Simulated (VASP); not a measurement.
# MnO (Fm-3m) in VASP: a series of runs

MnO is run at these levels: revPBE, PBEsol+D4; tasks: single point.

Everything below comes from runs of VASP 6.6.1. Logs are shortened: lines on timing, memory, paths and dates and some standing lists are left out, and cuts for length are marked.

### 1 The cell of the first run

It takes space group Fm-3m (No. 225, cubic). Conventional cell: a = 4.448 Å, b = 4.448 Å, c = 4.448 Å, α = 90.00°, β = 90.00°, γ = 90.00°. Within 2.9 Å of Mn (site symmetry m-3m) lie 6 O at 2.22 Å. O (site symmetry m-3m) has 6 Mn at 2.22 Å within 2.9 Å.

### 2 Single point, revPBE, collinear spin, ferromagnetic start

Input file INCAR:

```
SYSTEM = MnO
  ALGO = Normal
  EDIFF = 1E-7
  ENCUT = 520
  GGA = RE
  ISIF = 2
  ISMEAR = -1
  ISPIN = 2
  LASPH = .TRUE.
  LCHARG = .FALSE.
  LMAXMIX = 4
  LORBIT = 11
  LREAL = .FALSE.
  LWAVE = .FALSE.
  MAGMOM = 4 0
  NBANDS = 20
  NELM = 150
  PREC = Accurate
  SIGMA = 0.05
```

Input file KPOINTS:

```
k-points
0
G
  10 10 10
  0 0 0
```

Input file POSCAR:

```
MnO
1.0
    0.0000000000      2.2239077028      2.2239077028
    2.2239077028      0.0000000000      2.2239077028
    2.2239077028      2.2239077028      0.0000000000
Mn O
1 1
Direct
    0.0000000000      0.0000000000      0.0000000000
    0.5000000000      0.5000000000      0.5000000000
```

Potentials or basis: VASP PAW PBE potentials, release 64 (Mn_pv, O).

Started as:

```console
$ cat potpaw_PBE.64/Mn_pv/POTCAR potpaw_PBE.64/O/POTCAR > POTCAR
$ mpirun -np 1 vasp_std > vasp.out
```

OUTCAR:

```text
SYSTEM = MnO
   EDIFF = 1E-7
   ENCUT = 520
   GGA = RE
   ISIF = 2
   ISMEAR = -1
   ISPIN = 2
   LASPH = .TRUE.
   LORBIT = 11
   LREAL = .FALSE.
   NELM = 150
   PREC = Accurate

 ion  position               nearest neighbor table
   1  0.000  0.000  0.000-   2 2.22   2 2.22   2 2.22   2 2.22   2 2.22   2 2.22
   2  0.500  0.500  0.500-   1 2.22   1 2.22   1 2.22   1 2.22   1 2.22   1 2.22

  LATTYP: Found a face centered cubic cell.
 ALAT       =     4.4478154056

  Lattice vectors:

 A1 = (   0.0000000000,   2.2239077028,   2.2239077028)
 A2 = (   2.2239077028,   0.0000000000,   2.2239077028)
 A3 = (   2.2239077028,   2.2239077028,   0.0000000000)

Analysis of symmetry for initial positions (statically):
=====================================================================
 Subroutine PRICEL returns:
 Original cell was already a primitive cell.

 Routine SETGRP: Setting up the symmetry group for a
 face centered cubic supercell.

 Subroutine GETGRP returns: Found 48 space group operations
 (whereof 48 operations were pure point group operations)
 out of a pool of 48 trial point group operations.

The static configuration has the point symmetry O_h .

Analysis of symmetry for dynamics (positions and initial velocities):
=====================================================================
 Subroutine PRICEL returns:
 Original cell was already a primitive cell.

 Routine SETGRP: Setting up the symmetry group for a
 face centered cubic supercell.

 Subroutine GETGRP returns: Found 48 space group operations
 (whereof 48 operations were pure point group operations)
 out of a pool of 48 trial point group operations.

The dynamic configuration has the point symmetry O_h .

Analysis of structural, dynamic, and magnetic symmetry:
=====================================================================
 Subroutine PRICEL returns:
 Original cell was already a primitive cell.

 Routine SETGRP: Setting up the symmetry group for a
 face centered cubic supercell.

 Subroutine GETGRP returns: Found 48 space group operations
 (whereof 48 operations were pure point group operations)
 out of a pool of 48 trial point group operations.

The overall configuration has the point symmetry O_h .

 Subroutine INISYM returns: Found 48 space group operations
 (whereof 48 operations are pure point group operations),
 and found     1 'primitive' translations

----------------------------------------------------------------------------------------

                                     Primitive cell

  volume of cell :      21.9979

  direct lattice vectors                    reciprocal lattice vectors
     0.000000000  2.223907703  2.223907703    -0.224829474  0.224829474  0.224829474
     2.223907703  0.000000000  2.223907703     0.224829474 -0.224829474  0.224829474
     2.223907703  2.223907703  0.000000000     0.224829474  0.224829474 -0.224829474

  length of vectors
     3.145080435  3.145080435  3.145080435     0.389416073  0.389416073  0.389416073

  position of ions in fractional coordinates (direct lattice)
     0.000000000  0.000000000  0.000000000
     0.500000000  0.500000000  0.500000000

  ion indices of the primitive-cell ions
   primitive index   ion index
                 1           1
                 2           2

----------------------------------------------------------------------------------------

 KPOINTS: k-points

Automatic generation of k-mesh.
 Grid dimensions read from file:
 generate k-points for:   10   10   10

 Generating k-lattice:

  Cartesian coordinates                     Fractional coordinates (reciprocal lattice)
    -0.022482947  0.022482947  0.022482947     0.100000000  0.000000000  0.000000000
     0.022482947 -0.022482947  0.022482947     0.000000000  0.100000000  0.000000000
     0.022482947  0.022482947 -0.022482947     0.000000000  0.000000000  0.100000000

  Length of vectors
     0.038941607  0.038941607  0.038941607

  Shift w.r.t. Gamma in fractional coordinates (k-lattice)
     0.000000000  0.000000000  0.000000000

 Subroutine IBZKPT returns following result:
 ===========================================

 Found     47 irreducible k-points:

 Following reciprocal coordinates:
            Coordinates               Weight
  0.000000  0.000000  0.000000      1.000000
  0.100000  0.000000  0.000000      8.000000
  0.200000  0.000000  0.000000      8.000000
  0.300000  0.000000  0.000000      8.000000
  0.400000  0.000000  0.000000      8.000000
  0.500000  0.000000  0.000000      4.000000
[... 16 lines left out ...]
  0.300000  0.300000  0.000000      6.000000
  0.400000  0.300000  0.000000     24.000000
 [... further k-points ...]
   k-points           NKPTS =     47   k-points in BZ     NKDIM =     47   number of bands    NBANDS=     20
   number of dos      NEDOS =    301   number of ions     NIONS =      2
   total plane-waves  NPLWV =  13824
   dimension x,y,z NGX =    24 NGY =   24 NGZ =   24
   dimension x,y,z NGXF=    48 NGYF=   48 NGZF=   48
   ions per type =               1   1
   NGX,Y,Z   is equivalent  to a cutoff of  12.69, 12.69, 12.69 a.u.
   NGXF,Y,Z  is equivalent  to a cutoff of  25.37, 25.37, 25.37 a.u.
 SYSTEM =  MnO
   PREC   = accura    normal or accurate (medium, high low for compatibility)
   ISTART =      0    job   : 0-new  1-cont  2-samecut
   ICHARG =      2    charge: 1-file 2-atom 10-const
   ISPIN  =      2    spin polarized calculation?
   LNONCOLLINEAR =      F non collinear calculations
   LSORBIT =      F    spin-orbit coupling
   LASPH  =      T    aspherical Exc in radial PAW
   ENCUT  =  520.0 eV  38.22 Ry    6.18 a.u.   5.85  5.85  5.85*2*pi/ulx,y,z
   NELM   =    150;   NELMIN=  2; NELMDL= -5     # of ELM steps
   EDIFF  = 0.1E-06   stopping-criterion for ELM
   LREAL  =      F    real-space projection
   EDIFFG = 0.1E-05   stopping-criterion for IOM
   NSW    =      0    number of steps for IOM
   IBRION =     -1    ionic relax: 0-MD 1-quasi-New 2-CG
   NFREE  =      0    steps in history (QN), initial steepest desc. (CG)
   ISIF   =      2    stress and relaxation
   ISYM   =      2    0-nonsym 1-usesym 2-fastsym
   POTIM  = 0.5000    time-step for ionic-motion
   TEBEG  =    0.0;   TEEND  =   0.0 temperature during run
   PSTRESS=    0.0 pullay stress
   NELECT =      19.0000    total number of electrons
   NUPDOWN=      -1.0000    fix difference up-down
   EMIN   =  10.00;   EMAX   =-10.00  energy-range for DOS
   EFERMI =   0.00;   METHOD = LEGACY
   ISMEAR =    -1;   SIGMA  =   0.05  broadening in eV -4-tet -1-fermi 0-gaus
   EFERMI_NEDOS =   21; number of points for ismear=-14 and -15
   IALGO  =     38    algorithm
   IMIX   =      4    mixing-type and parameters
     AMIX     =   0.40;   BMIX     =  1.00
     AMIX_MAG =   1.60;   BMIX_MAG =  1.00
  volume/ion in A,a.u.               =      11.00        74.22
  Fermi-wavevector in a.u.,A,eV,Ry     =   1.559071  2.946217 33.071721  2.430703
  Thomas-Fermi vector in A             =   2.662483
   LORBIT       =     11    0 simple, 1 ext, 2 COOP (PROOUT), +10 PAW based schemes
   GGA     = RE    functional components
   LHFCALC =     F    Hartree Fock is set to
   AEXX    =    0.0000 exact exchange contribution
   IVDW    =     0    specifies the selected vdW correction
   LEPSILON=     F    determine dielectric tensor
   LRPA    =     F    only Hartree local field effects (RPA)
 spin polarized calculation
  energy-cutoff  :      520.00
  volume of cell :       22.00
 maximum number of plane-waves:       609
   NGX = 11   NGY = 11   NGZ = 11

 number of electron      18.9999991 magnetization       4.8126817

 Free energy of the ion-electron system (eV)
  ---------------------------------------------------
  ext. energy  EPLUGINS =         0.00000000
  ---------------------------------------------------
  free energy    TOTEN  =       -15.80134797 eV

  energy without entropy =      -15.79488694  energy(sigma->0) =      -15.79811745

 E-fermi :   7.6384     XC(G=0): -11.6921

 val. band max:        7.6317624459   @ k =   0.4000   0.0000   0.0000
 cond. band min:       7.7681713672   @ k =  -0.3000   0.2000   0.0000
 fundamental gap:      0.1364089213
 Fermi energy:         7.6384114510

 spin component 1

 k-point     1 :       0.0000    0.0000    0.0000
  band No.  band energies     occupation
      1     -42.8059      1.00000
      2     -42.8059      1.00000
      3     -42.8059      1.00000
      4     -12.6616      1.00000
      5       3.9246      1.00000
      6       3.9246      1.00000
[... 12 lines left out ...]
     19      27.3955      0.00000
     20      27.3955      0.00000

 k-point     2 :       0.1000    0.0000    0.0000
  band No.  band energies     occupation
      1     -42.8119      1.00000
      2     -42.8067      1.00000
      3     -42.8067      1.00000
      4     -12.5771      1.00000
      5       3.0405      1.00000
      6       3.3659      1.00000
[... 12 lines left out ...]
     19      26.7446      0.00000
     20      28.5001      0.00000

 k-point     3 :       0.2000    0.0000    0.0000
  band No.  band energies     occupation
      1     -42.8276      1.00000
      2     -42.8087      1.00000
      3     -42.8087      1.00000
      4     -12.3490      1.00000
      5       1.7127      1.00000
      6       2.6331      1.00000
[... 12 lines left out ...]
     19      26.6791      0.00000
     20      30.7248      0.00000

 k-point     4 :       0.3000    0.0000    0.0000
  band No.  band energies     occupation
      1     -42.8470      1.00000
      2     -42.8113      1.00000
      3     -42.8113      1.00000
      4     -12.0484      1.00000
      5       0.5196      1.00000
      6       2.0490      1.00000
[... 429 lines left out ...]
 k-point    23 :       0.3000    0.3000    0.0000
  band No.  band energies     occupation
      1     -42.8436      1.00000
      2     -42.8210      1.00000
      3     -42.8210      1.00000
      4     -11.9861      1.00000
      5       0.5988      1.00000
      6       2.8964      1.00000
[... 12 lines left out ...]
     19      32.8550      0.00000
     20      32.9230      0.00000

 k-point    24 :       0.4000    0.3000    0.0000
  band No.  band energies     occupation
      1     -42.8519      1.00000
      2     -42.8254      1.00000
      3     -42.8236      1.00000
      4     -11.8455      1.00000
      5       0.5064      1.00000
      6       2.3919      1.00000
[... 12 lines left out ...]
     19      32.3514      0.00000
     20      34.1167      0.00000

 [... further k-points ...]

 spin component 2

 k-point     1 :       0.0000    0.0000    0.0000
  band No.  band energies     occupation
      1     -38.0696      1.00000
      2     -38.0696      1.00000
      3     -38.0696      1.00000
      4     -12.2194      1.00000
      5       4.3070      1.00000
      6       4.3070      1.00000
[... 12 lines left out ...]
     19      29.9222      0.00000
     20      29.9222      0.00000

 k-point     2 :       0.1000    0.0000    0.0000
  band No.  band energies     occupation
      1     -38.0772      1.00000
      2     -38.0704      1.00000
      3     -38.0704      1.00000
      4     -12.1377      1.00000
      5       3.7118      1.00000
      6       4.1179      1.00000
[... 12 lines left out ...]
     19      28.8211      0.00000
     20      30.7135      0.00000

 k-point     3 :       0.2000    0.0000    0.0000
  band No.  band energies     occupation
      1     -38.0972      1.00000
      2     -38.0728      1.00000
      3     -38.0728      1.00000
      4     -11.9181      1.00000
      5       2.5426      1.00000
      6       3.6920      1.00000
[... 12 lines left out ...]
     19      28.3560      0.00000
     20      32.5166      0.00000

 k-point     4 :       0.3000    0.0000    0.0000
  band No.  band energies     occupation
      1     -38.1219      1.00000
      2     -38.0758      1.00000
      3     -38.0758      1.00000
      4     -11.6302      1.00000
      5       1.4177      1.00000
      6       3.2556      1.00000
[... 429 lines left out ...]
 k-point    23 :       0.3000    0.3000    0.0000
  band No.  band energies     occupation
      1     -38.1168      1.00000
      2     -38.0881      1.00000
      3     -38.0881      1.00000
      4     -11.5642      1.00000
      5       1.4711      1.00000
      6       3.5384      1.00000
[... 12 lines left out ...]
     19      33.8381      0.00000
     20      33.9567      0.00000

 k-point    24 :       0.4000    0.3000    0.0000
  band No.  band energies     occupation
      1     -38.1271      1.00000
      2     -38.0935      1.00000
      3     -38.0913      1.00000
      4     -11.4268      1.00000
      5       1.3018      1.00000
      6       3.1855      1.00000
[... 12 lines left out ...]
     19      33.4023      0.00000
     20      35.2025      0.00000

 [... further k-points ...]

------------------------ aborting loop because EDIFF is reached ----------------------------------------

  FORCE on cell =-STRESS in cart. coord.  units (eV):
  Direction    XX          YY          ZZ          XY          YZ          ZX
  --------------------------------------------------------------------------------------
  -------------------------------------------------------------------------------------
  Total        0.5969207      0.5969207      0.5969207      0.0000000      0.0000000     -0.0000000
  in kB       43.4757391     43.4757391     43.4757391      0.0000000      0.0000000     -0.0000000
  external PRESSURE =      43.4757391 kB  Pullay stress =       0.0000000 kB

 VOLUME and BASIS-vectors are now :
 -----------------------------------------------------------------------------
  energy-cutoff  :      520.00
  volume of cell :       22.00
      direct lattice vectors                 reciprocal lattice vectors
     0.000000000  2.223907703  2.223907703    -0.224829474  0.224829474  0.224829474
     2.223907703  0.000000000  2.223907703     0.224829474 -0.224829474  0.224829474
     2.223907703  2.223907703  0.000000000     0.224829474  0.224829474 -0.224829474

 POSITION                                       TOTAL-FORCE (eV/Angst)
 -----------------------------------------------------------------------------------
      0.00000      0.00000      0.00000        -0.000000      0.000000      0.000000
      2.22391      2.22391      2.22391         0.000000     -0.000000     -0.000000
 -----------------------------------------------------------------------------------
    total drift:                                0.000000     -0.000000     -0.000000

  FREE ENERGIE OF THE ION-ELECTRON SYSTEM (eV)
  ---------------------------------------------------
  free  energy   TOTEN  =       -15.8013479705 eV

  energy  without entropy=      -15.7948869363  energy(sigma->0) =      -15.79811745

 total charge

# of ion       s       p       d       tot
------------------------------------------
    1        0.200   6.174   4.970  11.344
    2        1.564   3.425   0.000   4.989
--------------------------------------------------
tot          1.764   9.599   4.970  16.333

 magnetization (x)

# of ion       s       p       d       tot
------------------------------------------
    1        0.034   0.027   4.310   4.371
    2        0.030   0.171   0.000   0.200
--------------------------------------------------
tot          0.063   0.198   4.310   4.571
```

Wall time 51 s (1 thread of Intel Xeon 8259CL, shared host); peak memory 0.17 GiB.

What came out:

```
Free energy                                           : -15.8013 eV
Pressure                                              : 4.3 GPa
Net moment                                            : 4.81 μB per cell
Site moments                                          : Mn +4.37; O +0.20 μB
Valence electrons inside the program's atomic spheres : Mn 11.34; O 4.99
```

Levels at points of the mesh, in eV from the Fermi level:
Spin up:
```tsv
k point	band 9	band 10	band 11	band 12	band 13	band 14	band 15	band 16
(0.00, 0.00, 0.00)	-3.25	-3.25	-2.72	-2.72	-0.52	13.97	16.33	16.33
(0.50, 0.00, 0.00)	-2.36	-1.91	0.19	0.19	3.49	7.77	11.91	11.91
(0.50, 0.50, 0.00)	-2.30	-2.09	-2.09	-1.96	5.05	7.85	10.40	13.70
```
Spin down:
| k point | band 4 | band 5 | band 6 | band 7 | band 8 | band 9 | band 10 | band 11 |
| --- | --- | --- | --- | --- | --- | --- | --- | --- |
| (0.00, 0.00, 0.00) | -19.86 | -3.33 | -3.33 | -3.33 | 0.86 | 0.86 | 0.86 | 0.90 |
| (0.50, 0.00, 0.00) | -18.92 | -7.30 | -4.80 | -4.80 | 2.03 | 2.08 | 2.08 | 3.71 |
| (0.50, 0.50, 0.00) | -18.95 | -6.37 | -4.30 | -4.30 | -0.70 | 2.05 | 2.24 | 2.51 |

Caveat: the cell stands under pressure; the PAW data sets were made with another functional, which shifts forces and pressure a little; a cell with one magnetic atom can't hold antiferromagnetic order, which such compounds often take; semilocal functionals often make such compounds metallic where correlation or magnetic order opens a gap, which also shifts bond lengths. With open d or f shells a metallic result of revPBE can be an artefact of self-interaction; +U or a hybrid may open a gap.

### 3 Single point, PBEsol+D4, collinear spin, ferromagnetic start

This run uses another cell than the first one, of 11.22 Å³/atom.

Input file INCAR:

```
PREC = Accurate ; ENCUT = 520
EDIFF = 1E-6 ; ISMEAR = -1
SIGMA = 0.05 ; LREAL = False
LASPH = True ; NELM = 150
ALGO = Normal ; ISIF = 2
LWAVE = False ; LCHARG = False
ISPIN = 2 ; MAGMOM = 4 0
LORBIT = 11 ; LMAXMIX = 4
GGA = PS ; IVDW = 13
NBANDS = 20
```

Input file KPOINTS:

```
Automatic mesh
0
Gamma
  10 10 10
```

Input file POSCAR:

```
MnO
1.0
    0.0000000000      2.2386359976      2.2386359976
    2.2386359976      0.0000000000      2.2386359976
    2.2386359976      2.2386359976      0.0000000000
Mn O
1 1
Direct
    0.0000000000      0.0000000000      0.0000000000
    0.5000000000      0.5000000000      0.5000000000
```

Potentials or basis: VASP PAW PBE potentials, release 64 (Mn_pv, O).

Started as:

```console
$ cat potpaw_PBE.64/Mn_pv/POTCAR potpaw_PBE.64/O/POTCAR > POTCAR
$ mpirun -np 1 vasp_std > vasp.out
```

Wall time 49 s (1 thread of Intel Xeon 8259CL, shared host); peak memory 0.17 GiB.

Results (log left out):

```
Free energy                                           : -17.5586 eV
Pressure                                              : -11.0 GPa
Net moment                                            : 4.80 μB per cell
Site moments                                          : Mn +4.35; O +0.20 μB
Valence electrons inside the program's atomic spheres : Mn 11.34; O 4.94
Dispersion energy per atom                            : -0.182 eV
```

Levels at points of the mesh, in eV from the Fermi level:
Spin up:
```csv
k point,band 10,band 11,band 12,band 13,band 14,band 15
"(0.00, 0.00, 0.00)",-3.16,-2.66,-2.66,-0.66,13.74,16.03
"(0.50, 0.00, 0.00)",-1.86,0.20,0.20,3.32,7.52,11.61
"(0.50, 0.50, 0.00)",-2.02,-2.02,-1.91,4.79,7.63,10.18
```
Spin down:
```tsv
k point	band 5	band 6	band 7	band 8	band 9	band 10
(0.00, 0.00, 0.00)	-3.22	-3.22	-3.22	0.65	0.78	0.78
(0.50, 0.00, 0.00)	-7.21	-4.68	-4.68	1.94	1.98	1.98
(0.50, 0.50, 0.00)	-6.27	-4.19	-4.19	-0.77	1.98	2.15
```

Caveat: the cell stands under tension; the PAW data sets were made with another functional, which shifts forces and pressure a little; a cell with one magnetic atom can't hold antiferromagnetic order, which such compounds often take; semilocal functionals often make such compounds metallic where correlation or magnetic order opens a gap, which also shifts bond lengths.

[end of part 1 of 2]
